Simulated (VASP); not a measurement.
# Ti3HN3 in VASP: a series of runs

The runs below take Ti3HN3 through single point, relaxation of the atoms, with PBE.

Everything below comes from runs of VASP 6.6.1. Logs are shortened: lines on timing, memory, paths and dates and some standing lists are left out, and cuts for length are marked.

### Step 1. The cell of the first run

The cell holds a slab with vacuum, 7 atoms: a = 3.003 Å, b = 3.003 Å, c = 19.758 Å, α = 90.00°, β = 90.00°, γ = 90.00°.

### Step 2. Single point, PBE

INCAR reads:

```
PREC     = Accurate       # precision mode
ENCUT    = 520            # plane-wave cutoff, eV
EDIFF    = 1E-6           # SCF threshold, eV
ISMEAR   = 0              # smearing method
SIGMA    = 0.1            # smearing width, eV
LREAL    = F              # projectors in reciprocal space
LASPH    = T              # aspherical terms in the spheres
NELM     = 80             # most SCF steps
ALGO     = Normal         # electronic algorithm
ISIF     = 2              # what is computed and relaxed
LWAVE    = F              # write WAVECAR
LCHARG   = F              # write CHGCAR
LDIPOL   = T            
IDIPOL   = 3            
DIPOL    = 0.5 0.5 0.334
GGA      = PE             # functional
NBANDS   = 35             # bands
```

KPOINTS reads:

```
regular mesh
0
Gamma
  9 9 1
```

POSCAR reads:

```
Ti3HN3
1.0
    3.0028555065      0.0000000000      0.0000000000
    0.0000000000      3.0028555065      0.0000000000
    0.0000000000      0.0000000000     19.7584945265
Ti N H
3 3 1
Direct
    0.5000000000      0.5000000000      0.2024445736
    0.0000000000      0.0000000000      0.3072496201
    0.5000000000      0.5000000000      0.4076776418
    0.0000000000      0.0000000000      0.2024445736
    0.5000000000      0.5000000000      0.3055678856
    0.0000000000      0.0000000000      0.4179718508
    0.3750000000      0.5000000000      0.4938005997
```

Potentials or basis: VASP PAW PBE potentials, release 64 (Ti_sv, N, H).

Started as:

```console
$ cat potpaw_PBE.64/Ti_sv/POTCAR potpaw_PBE.64/N/POTCAR potpaw_PBE.64/H/POTCAR > POTCAR
$ mpirun -np 1 vasp_std > vasp.out
```

OUTCAR:

```text
PREC = Accurate
   ENCUT = 520
   EDIFF = 1E-6
   ISMEAR = 0
   LREAL = F
   LASPH = T
   NELM = 80
   ISIF = 2
   GGA = PE

 ion  position               nearest neighbor table
   1  0.500  0.500  0.202-   5 2.04   4 2.12   4 2.12   4 2.12   4 2.12
   2  0.000  0.000  0.307-   4 2.07   5 2.12   5 2.12   5 2.12   5 2.12   6 2.19   3 2.91   3 2.91
                             3 2.91   3 2.91
   3  0.500  0.500  0.408-   7 1.74   5 2.02   6 2.13   6 2.13   6 2.13   6 2.13   2 2.91   2 2.91
                             2 2.91   2 2.91
   4  0.000  0.000  0.202-   2 2.07   1 2.12   1 2.12   1 2.12   1 2.12
   5  0.500  0.500  0.306-   3 2.02   1 2.04   2 2.12   2 2.12   2 2.12   2 2.12
   6  0.000  0.000  0.418-   3 2.13   3 2.13   3 2.13   3 2.13   2 2.19
   7  0.375  0.500  0.494-   3 1.74

  LATTYP: Found a simple tetragonal cell.
 ALAT       =     3.0028555065
 C/A-ratio  =     6.5799018580

  Lattice vectors:

 A1 = (   3.0028555065,   0.0000000000,   0.0000000000)
 A2 = (   0.0000000000,   3.0028555065,   0.0000000000)
 A3 = (   0.0000000000,   0.0000000000,  19.7584945265)

Analysis of symmetry for initial positions (statically):
=====================================================================
 Subroutine PRICEL returns:
 Original cell was already a primitive cell.

 Routine SETGRP: Setting up the symmetry group for a
 simple tetragonal supercell.

 Subroutine GETGRP returns: Found  2 space group operations
 (whereof  2 operations were pure point group operations)
 out of a pool of 16 trial point group operations.

The static configuration has the point symmetry C_1h.

Analysis of symmetry for dynamics (positions and initial velocities):
=====================================================================
 Subroutine PRICEL returns:
 Original cell was already a primitive cell.

 Routine SETGRP: Setting up the symmetry group for a
 simple tetragonal supercell.

 Subroutine GETGRP returns: Found  2 space group operations
 (whereof  2 operations were pure point group operations)
 out of a pool of 16 trial point group operations.

The dynamic configuration has the point symmetry C_1h.

 Subroutine INISYM returns: Found  2 space group operations
 (whereof  2 operations are pure point group operations),
 and found     1 'primitive' translations

----------------------------------------------------------------------------------------

                                     Primitive cell

  volume of cell :     178.1651

  direct lattice vectors                    reciprocal lattice vectors
     3.002855506  0.000000000  0.000000000     0.333016357  0.000000000  0.000000000
     0.000000000  3.002855506  0.000000000     0.000000000  0.333016357  0.000000000
     0.000000000  0.000000000 19.758494527     0.000000000  0.000000000  0.050611143

  length of vectors
     3.002855506  3.002855506 19.758494527     0.333016357  0.333016357  0.050611143

  position of ions in fractional coordinates (direct lattice)
     0.500000000  0.500000000  0.202444574
     0.000000000  0.000000000  0.307249620
     0.500000000  0.500000000  0.407677642
     0.000000000  0.000000000  0.202444574
     0.500000000  0.500000000  0.305567886
     0.000000000  0.000000000  0.417971851
     0.375000000  0.500000000  0.493800600

  ion indices of the primitive-cell ions
   primitive index   ion index
                 1           1
                 2           2
                 3           3
                 4           4
                 5           5
                 6           6
                 7           7

----------------------------------------------------------------------------------------

 KPOINTS: regular mesh

Automatic generation of k-mesh.
 Grid dimensions read from file:
 generate k-points for:    9    9    1

 Generating k-lattice:

  Cartesian coordinates                     Fractional coordinates (reciprocal lattice)
     0.037001817  0.000000000  0.000000000     0.111111111  0.000000000  0.000000000
     0.000000000  0.037001817  0.000000000     0.000000000  0.111111111  0.000000000
     0.000000000  0.000000000  0.050611143     0.000000000  0.000000000  1.000000000

  Length of vectors
     0.037001817  0.037001817  0.050611143

  Shift w.r.t. Gamma in fractional coordinates (k-lattice)
     0.000000000  0.000000000  0.000000000

 Subroutine IBZKPT returns following result:
 ===========================================

 Found     25 irreducible k-points:

 Following reciprocal coordinates:
            Coordinates               Weight
  0.000000  0.000000  0.000000      1.000000
  0.111111  0.000000  0.000000      2.000000
  0.000000  0.111111  0.000000      2.000000
  0.222222  0.000000  0.000000      2.000000
  0.000000  0.222222  0.000000      2.000000
  0.333333  0.000000  0.000000      2.000000
[... 16 lines left out ...]
  0.444444  0.333333  0.000000      4.000000
 -0.333333  0.444444  0.000000      4.000000
   k-points           NKPTS =     25   k-points in BZ     NKDIM =     25   number of bands    NBANDS=     35
   number of dos      NEDOS =    301   number of ions     NIONS =      7
   total plane-waves  NPLWV =  86400
   dimension x,y,z NGX =    24 NGY =   24 NGZ =  150
   dimension x,y,z NGXF=    48 NGYF=   48 NGZF=  300
   ions per type =               3   3   1
   NGX,Y,Z   is equivalent  to a cutoff of  13.29, 13.29, 12.62 a.u.
   NGXF,Y,Z  is equivalent  to a cutoff of  26.57, 26.57, 25.24 a.u.
 SYSTEM =  unknown system
   PREC   = accura    normal or accurate (medium, high low for compatibility)
   ISTART =      0    job   : 0-new  1-cont  2-samecut
   ICHARG =      2    charge: 1-file 2-atom 10-const
   ISPIN  =      1    spin polarized calculation?
   LNONCOLLINEAR =      F non collinear calculations
   LSORBIT =      F    spin-orbit coupling
   LASPH  =      T    aspherical Exc in radial PAW
   ENCUT  =  520.0 eV  38.22 Ry    6.18 a.u.   5.58  5.58 36.74*2*pi/ulx,y,z
   NELM   =     80;   NELMIN=  2; NELMDL= -5     # of ELM steps
   EDIFF  = 0.1E-05   stopping-criterion for ELM
   LREAL  =      F    real-space projection
   EDIFFG = 0.1E-04   stopping-criterion for IOM
   NSW    =      0    number of steps for IOM
   IBRION =     -1    ionic relax: 0-MD 1-quasi-New 2-CG
   NFREE  =      0    steps in history (QN), initial steepest desc. (CG)
   ISIF   =      2    stress and relaxation
   ISYM   =      2    0-nonsym 1-usesym 2-fastsym
   POTIM  = 0.5000    time-step for ionic-motion
   TEBEG  =    0.0;   TEEND  =   0.0 temperature during run
   PSTRESS=    0.0 pullay stress
   NELECT =      52.0000    total number of electrons
   NUPDOWN=      -1.0000    fix difference up-down
   EMIN   =  10.00;   EMAX   =-10.00  energy-range for DOS
   EFERMI =   0.00;   METHOD = LEGACY
   ISMEAR =     0;   SIGMA  =   0.10  broadening in eV -4-tet -1-fermi 0-gaus
   EFERMI_NEDOS =   21; number of points for ismear=-14 and -15
   IALGO  =     38    algorithm
   IMIX   =      4    mixing-type and parameters
     AMIX     =   0.40;   BMIX     =  1.00
     AMIX_MAG =   1.60;   BMIX_MAG =  1.00
  volume/ion in A,a.u.               =      25.45       171.76
  Fermi-wavevector in a.u.,A,eV,Ry     =   1.085930  2.052110 16.044579  1.179243
  Thomas-Fermi vector in A             =   2.222055
   LORBIT       =      0    0 simple, 1 ext, 2 COOP (PROOUT), +10 PAW based schemes
   GGA     = PE    functional components
   LHFCALC =     F    Hartree Fock is set to
   AEXX    =    0.0000 exact exchange contribution
   IVDW    =     0    specifies the selected vdW correction
   LEPSILON=     F    determine dielectric tensor
   LRPA    =     F    only Hartree local field effects (RPA)
 non-spin polarized calculation
 Gauss-broadening in eV      SIGMA  =   0.10
  energy-cutoff  :      520.00
  volume of cell :      178.17
 maximum number of plane-waves:      4826
 NGX is ok and might be reduce to    24
   NGX = 11   NGY = 11   NGZ = 73

 dipolmoment           0.000000      0.000000     -0.465636 electrons x Angstroem

 number of electron      52.0000000 magnetization

 dipolmoment           0.000000      0.000000      0.226356 electrons x Angstroem

 Free energy of the ion-electron system (eV)
  ---------------------------------------------------
  ext. energy  EPLUGINS =         0.00000000
  ---------------------------------------------------
  free energy    TOTEN  =       -59.46981760 eV

  energy without entropy =      -59.45585409  energy(sigma->0) =      -59.46283584

 E-fermi :   0.2750     XC(G=0):  -5.3253

 val. band max:        0.2546871032   @ k =   0.4444   0.4444   0.0000
 cond. band min:       0.3060278169   @ k =   0.2222   0.1111   0.0000
 fundamental gap:      0.0513407136
 Fermi energy:         0.2750015170

 k-point     1 :       0.0000    0.0000    0.0000
  band No.  band energies     occupation
      1     -57.5600      2.00000
      2     -57.2953      2.00000
      3     -56.7995      2.00000
      4     -33.9934      2.00000
      5     -33.6720      2.00000
      6     -33.6660      2.00000
[... 27 lines left out ...]
     34       2.1635      0.00000
     35       2.1730      0.00000

 k-point     2 :       0.1111    0.0000    0.0000
  band No.  band energies     occupation
      1     -57.5558      2.00000
      2     -57.2916      2.00000
      3     -56.7964      2.00000
      4     -33.9914      2.00000
      5     -33.7197      2.00000
      6     -33.6644      2.00000
[... 27 lines left out ...]
     34       2.2700      0.00000
     35       2.3844      0.00000
[... 796 lines left out ...]
     34       3.0542      0.00000
     35       3.3632      0.00000

 k-point    24 :      -0.3333    0.4444    0.0000
  band No.  band energies     occupation
      1     -57.5020      2.00000
      2     -57.2405      2.00000
      3     -56.7510      2.00000
      4     -33.9664      2.00000
      5     -33.9510      2.00000
      6     -33.8577      2.00000
[... 27 lines left out ...]
     34       3.0293      0.00000
     35       3.3757      0.00000

 [... further k-points ...]

------------------------ aborting loop because EDIFF is reached ----------------------------------------

 vacuum level on the upper side and lower side of the slab       (xc-potential included)         2.202        -2.219

  FORCE on cell =-STRESS in cart. coord.  units (eV):
  Direction    XX          YY          ZZ          XY          YZ          ZX
  --------------------------------------------------------------------------------------
  -------------------------------------------------------------------------------------
  Total       -3.7732254     -3.5652661      3.0991016      0.0000000      0.0000000      0.4489124
  in kB      -33.9313092    -32.0612025     27.8691469      0.0000000      0.0000000      4.0369140
  external PRESSURE =     -12.7077882 kB  Pullay stress =       0.0000000 kB

 VOLUME and BASIS-vectors are now :
 -----------------------------------------------------------------------------
  energy-cutoff  :      520.00
  volume of cell :      178.17
      direct lattice vectors                 reciprocal lattice vectors
     3.002855506  0.000000000  0.000000000     0.333016357  0.000000000  0.000000000
     0.000000000  3.002855506  0.000000000     0.000000000  0.333016357  0.000000000
     0.000000000  0.000000000 19.758494527     0.000000000  0.000000000  0.050611143

 POSITION                                       TOTAL-FORCE (eV/Angst)
 -----------------------------------------------------------------------------------
      1.50143      1.50143      4.00000        -0.100750      0.000000      1.105839
      0.00000      0.00000      6.07079         0.024574      0.000000     -0.179780
      1.50143      1.50143      8.05510         0.076136      0.000000      3.270395
      0.00000      0.00000      4.00000         0.027968      0.000000     -1.409355
      1.50143      1.50143      6.03756         0.028483      0.000000     -0.943695
      0.00000      0.00000      8.25849        -0.237624      0.000000     -1.858817
      1.12607      1.50143      9.75676         0.181214      0.000000      0.015415
 -----------------------------------------------------------------------------------
    total drift:                                0.000046     -0.000000      0.000698

  FREE ENERGIE OF THE ION-ELECTRON SYSTEM (eV)
  ---------------------------------------------------
  free  energy   TOTEN  =       -59.4698175975 eV

  energy  without entropy=      -59.4558540893  energy(sigma->0) =      -59.46283584

 vacuum level on the upper side and lower side of the slab         7.389         2.847
```

Run time: 2.7 min. Hardware: 1 thread of Intel Xeon 6975P-C (Granite Rapids), shared host; peak memory 0.35 GiB.

What came out:

| Property | Result |
| --- | --- |
| Free energy | -59.4698 eV |
| Largest force | 3.271 eV/Å |
| Band gap on the k mesh | zero (bands 26 and 27 overlap by 1.66 eV) |

Forces in eV/Å, atoms in the order of the input:
```
Ti  -0.101  0.000  1.106
Ti   0.025  0.000 -0.180
Ti   0.076  0.000  3.270
N    0.028  0.000 -1.409
N    0.028  0.000 -0.944
N   -0.238  0.000 -1.859
H    0.181  0.000  0.015
```

### Step 3. Relaxation of the atoms, PBE

INCAR reads:

```
PREC     = Accurate       # precision mode
ENCUT    = 520            # plane-wave cutoff, eV
EDIFF    = 1E-7           # SCF threshold, eV
ISMEAR   = 0              # smearing method
SIGMA    = 0.1            # smearing width, eV
LREAL    = F              # projectors in reciprocal space
LASPH    = T              # aspherical terms in the spheres
NELM     = 80             # most SCF steps
ALGO     = Fast           # electronic algorithm
ISIF     = 2              # what is computed and relaxed
LWAVE    = F              # write WAVECAR
LCHARG   = F              # write CHGCAR
LDIPOL   = T            
IDIPOL   = 3            
DIPOL    = 0.5 0.5 0.335
GGA      = PE             # functional
IBRION   = 2              # ionic algorithm
NSW      = 36             # ionic steps
EDIFFG   = -0.025         # ionic threshold
```

KPOINTS is that of step 2.

POSCAR reads:

```
Ti3HN3
1.0
    3.0028555065      0.0000000000      0.0000000000
    0.0000000000      3.0028555065      0.0000000000
    0.0000000000      0.0000000000     19.7584945265
Ti N H
3 3 1
Selective dynamics
Direct
    0.5000000000      0.5000000000      0.2024445736  F F F
    0.0000000000      0.0000000000      0.3072496201  F F F
    0.5000000000      0.5000000000      0.4076776418  F F F
    0.0000000000      0.0000000000      0.2024445736  F F F
    0.5000000000      0.5000000000      0.3055678856  F F F
    0.0000000000      0.0000000000      0.4179718508  F F F
    0.1250000000      0.5000000000      0.5017791107  F F T
```

Potentials or basis: VASP PAW PBE potentials, release 64 (Ti_sv, N, H).

Started as:

```console
$ cat potpaw_PBE.64/Ti_sv/POTCAR potpaw_PBE.64/N/POTCAR potpaw_PBE.64/H/POTCAR > POTCAR
$ mpirun -np 1 vasp_std > vasp.out
```

Wall time 25 min (1 thread of Oxide Virtual Turin-like, shared host); peak memory 0.34 GiB.

The run converged. Its results:

```
Free energy               : -59.1134 eV
Energy gained by relaxing : 17.6 meV/atom
Ionic steps               : 5
Band gap on the k mesh    : zero (bands 26 and 27 overlap by 1.77 eV)
```

The path:
```
step  energy change (eV)  largest force on free atoms (eV/Å)  pressure (GPa)
   1              0.0000                              0.6436           -2.53
   2             -0.0209                              0.6126           -2.47
   3             -0.0721                              0.4777           -2.25
   4             -0.1232                              0.0266           -1.71
   5             -0.1233                              0.0081           -1.67
```

Final structure:
```
CELL_PARAMETERS angstrom
3.00286 0.00000 0.00000
0.00000 3.00286 0.00000
0.00000 0.00000 19.75849
ATOMIC_POSITIONS crystal
Ti 0.50000 0.50000 0.20244
Ti 0.00000 0.00000 0.30725
Ti 0.50000 0.50000 0.40768
N 0.00000 0.00000 0.20244
N 0.50000 0.50000 0.30557
N 0.00000 0.00000 0.41797
H 0.12500 0.50000 0.48551
```

Levels at points of the mesh, in eV from the Fermi level:
```
           k point  band 22  band 23  band 24  band 25  band 26  band 27  band 28  band 29  band 30  band 31
(0.00, 0.00, 0.00)    -2.44    -2.42    -1.92    -1.89    -1.69    -0.85    -0.41     0.16     0.17     0.80
```
